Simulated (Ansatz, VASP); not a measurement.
**One calculation of NbRh, two programs**

```
Nb Rh
1.0
     2.84200    0.00000    0.00000
     0.00000    2.84200    0.00000
     0.00000    0.00000    3.80900
Nb Rh
1 1
Direct
  0.00000 0.00000 0.00000
  0.50000 0.50000 0.50000
```

Alike in both runs: task single point; functional PBEsol; k mesh 14 × 14 × 11; occupations fermi-dirac, width 0.05 eV; no spin polarisation.

|  | VASP | Ansatz |
| --- | --- | --- |
| version | VASP 6.6.1 | Ansatz 0.2.0 |
| potentials or method | VASP PAW PBE potentials, release 64 (Nb_sv, Rh_pv), cutoff 520 eV | all-electron LAPW, scalar-relativistic |

|  | VASP | Ansatz | Ansatz less VASP |
| --- | --- | --- | --- |
| pressure (GPa) | -0.9 | -0.7 | +0.23 |
| traceless stress, the component that is largest in VASP (GPa) | 1.21 | 1.25 | +0.031 |

VASP's potentials were made for PBE, not for PBEsol. Ansatz ran all-electron here, and VASP with PAW potentials.
